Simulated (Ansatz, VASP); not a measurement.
**Two plane-wave programs on Ru**

```
Ru
1.0
     2.66923    0.00000    0.00000
    -1.33461    2.31162    0.00000
     0.00000    0.00000    4.22403
Ru
2
Direct
  0.33333 0.66667 0.25000
  0.66667 0.33333 0.75000
```

Change from the starting cell: volume scaled by 0.96, PAW files.

Alike in both runs: task electric field gradients; functional PBE; k mesh 14 × 14 × 8; occupations fermi-dirac, width 0.03 eV; no spin polarisation.

```csv
,VASP,Ansatz
version,VASP 6.6.1,Ansatz 0.2.0
potentials or method,"VASP PAW PBE potentials, release 64 (Ru_pv)","PAW with Ansatz's default frozen-core files, scalar-relativistic"
plane-wave cutoff (eV),520,420
valence electrons in the cell,28,32
```

Ansatz gave:

```
pressure (GPa)                                                : 19.6
traceless stress, the component that is largest in VASP (GPa) : -0.62
size of Vzz on the site where it differs most (V/Å²)          : 10.0
```

Question: Which values does VASP return?

Answer: Pressure (GPa): 19.6; traceless stress, the component that is largest in VASP (GPa): -0.60; size of Vzz on the site where it differs most (V/Å²): 14.1.

With one functional, cell and mesh, what is left measures potentials, basis and numerics. VASP's potentials hold 28 valence electrons a cell and Ansatz's 32, so a difference there can come from the potentials and not from the codes.
